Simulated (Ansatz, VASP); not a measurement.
## BeIn3Fe: VASP beside Ansatz

File POSCAR:

```
BeIn3Fe
1.0
    0.0000000000      4.3915940000      0.0000000000
    4.3915940000      0.0000000000      0.0000000000
    2.1957970000      2.1957970000     -5.0155300000
Be Fe In
1 1 3
Direct
    0.0000000000      0.0000000000      0.0000000000
    0.6636000000      0.6636000000      0.6728000000
    0.4330700000      0.4330700000      0.1338600000
    0.7568600000      0.2568600000      0.4862800000
    0.2568600000      0.7568600000      0.4862800000
```

Contents of INCAR.step1:

```
ALGO = Normal
EDIFF = 1E-4
ENCUT = 520
GGA = PE
ISMEAR = 0
LASPH = True
LCHARG = False
LREAL = False
LWAVE = True
NBANDS = 32
NELM = 80
PREC = Accurate
SIGMA = 0.0324
```

INCAR.step2

```
ALGO = Normal
EDIFF = 1E-6
ENCUT = 520
ISIF = 2
ISMEAR = 0
ISTART = 1
LASPH = True
LCHARG = False
LMIXTAU = True
LREAL = False
LWAVE = False
METAGGA = R2SCAN
NBANDS = 32
NELM = 80
PREC = Accurate
SIGMA = 0.0324
```

KPOINTS

```
k-points
0
Gamma
  8 8 8
```

Input for Ansatz:

```yaml
crystal:
  lattice:
    - [0.0, 4.391594, 0.0]
    - [4.391594, 0.0, 0.0]
    - [2.195797, 2.195797, -5.01553]
  atoms:
    - { symbol: Be, position: [0.0, 0.0, 0.0] }
    - { symbol: Fe, position: [0.6636, 0.6636, 0.6728] }
    - { symbol: In, position: [0.43307, 0.43307, 0.13386] }
    - { symbol: In, position: [0.75686, 0.25686, 0.48628] }
    - { symbol: In, position: [0.25686, 0.75686, 0.48628] }
  symmetry: { tolerance: 0.0003 }
kpoints:
  mp_grid: { grid: [8, 8, 8], shift: [0, 0, 0] }
  band_path:
    path:
      - [0.0, 0.0, 0.0]
      - [0.5, 0.5, 0.5]
      - [0.5, 0.5, 0.75]
      - [0.5, 0.0, 0.5]
      - [0.0, 0.0, 0.0]
      - [0.0, 0.0, 0.5]
      - [0.40416576, 0.0, 0.70208288]
      - [0.59583424, 0.0, 0.29791712]
      - [0.0, 0.0, 0.0]
      - [0.5, 0.5, 0.5]
      - [0.59583424, 0.40416576, 0.5]
    npoints: 6
magnetization:
  spin_polarized: false
scf:
  occupations: { method: gaussian, width: 0.0324 }
  lower_state_search: "off"
  max_iter: 200
hamiltonian:
  pseudopotentials: { kind: paw }
  xc: r2scan
basis:
  ecutwfc: 500
  fft_grid_basis: typed
output:
  forces: true
  stress: true
  eigenvalues: true
  bader: true
  populations: true
  elf: true
  write_potential: true
  volumetric_format: npy
  dos:
    e_range: [-12, 8]
    de: 0.05
    projected: { site_lists: { Be: [Be], Fe: [Fe], In: [In] } }
checkpoint:
  read: saved_state
```

Alike in both runs: task single point; functional r2SCAN; k mesh 8 × 8 × 8; occupations gaussian, width 0.0324 eV; no spin polarisation.

```csv
,VASP,Ansatz
version,VASP 6.6.1,Ansatz 0.2.0
potentials or method,"VASP PAW PBE potentials, release 64 (Be, Fe, In_d), cutoff 520 eV",PAW plane waves
valence electrons in the cell,49,57
```

VASP gave:

| Quantity | Value |
| --- | --- |
| pressure (GPa) | 12.9 |
| traceless stress, the component that is largest in VASP (GPa) | 0.02 |
| rms of the force components (eV/Å) | 0.289 |

Question: What did Ansatz give for the same quantities?

Answer: Pressure (GPa): 12.6; traceless stress, the component that is largest in VASP (GPa): 0.06; rms of the force components (eV/Å): 0.289.

VASP's potentials were made for PBE, not for r2SCAN. Atom by atom the forces differ by 0.007 eV/Å (rms over components). VASP's potentials hold 49 valence electrons a cell and Ansatz's 57, so a difference there can come from the potentials and not from the codes.
